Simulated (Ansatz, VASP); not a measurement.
## One calculation of AlRu, two programs

File INCAR:

```
SYSTEM = AlRu
ALGO = Fast
EDIFF = 1E-6
ENCUT = 520
GGA = PE
ISIF = 2
ISMEAR = 0
LASPH = .True.
LCHARG = .False.
LREAL = .False.
LWAVE = .False.
NBANDS = 16
NELM = 80
PREC = Accurate
SIGMA = 0.15
```

KPOINTS

```
k-points
0
Gamma
  18 18 18
  0 0 0
```

POSCAR

```
AlRu
1.0
    2.7410843945      0.0000000000      0.0000000000
    0.0000000000      2.7410843945      0.0000000000
    0.0000000000      0.0000000000      3.5634097128
Al Ru
1 1
Direct
    0.0000000000      0.0000000000      0.0000000000
    0.5000000000      0.5000000000      0.5000000000
```

Input for Ansatz:

```yaml
crystal:
  lattice:
    - [2.7410843945, 0.0, 0.0]
    - [0.0, 2.7410843945, 0.0]
    - [0.0, 0.0, 3.5634097128]
  atoms:
    - { symbol: Al, position: [0.0, 0.0, 0.0] }
    - { symbol: Ru, position: [0.5, 0.5, 0.5] }
basis:
  ecutwfc: 420
kpoints:
  mp_grid: { grid: [18, 18, 18] }
hamiltonian:
  xc: pbe
scf:
  occupations: { method: gaussian, width: 0.15 }
output:
  forces: true
  stress: true
  eigenvalues: true
```

Alike in both runs: task single point; functional PBE; k mesh 18 × 18 × 18; occupations gaussian, width 0.15 eV; no spin polarisation.

```csv
,VASP,Ansatz
version,VASP 6.6.1,Ansatz 0.2.0
potentials or method,"VASP PAW PBE potentials, release 64 (Al, Ru_pv), cutoff 520 eV","scalar-relativistic, plane waves, PAW"
valence electrons in the cell,17,19
```

|  | VASP | Ansatz | Ansatz less VASP |
| --- | --- | --- | --- |
| gap on the k mesh at the Fermi level (eV) | none | none | - |
| pressure (GPa) | 8.5 | 8.6 | +0.05 |
| traceless stress, the component that is largest in VASP (GPa) | -14.33 | -14.33 | +0.001 |

A gap of «none» marks a metal or a gap that the smearing closes. VASP's potentials hold 17 valence electrons a cell and Ansatz's 19, so a difference there can come from the potentials and not from the codes.
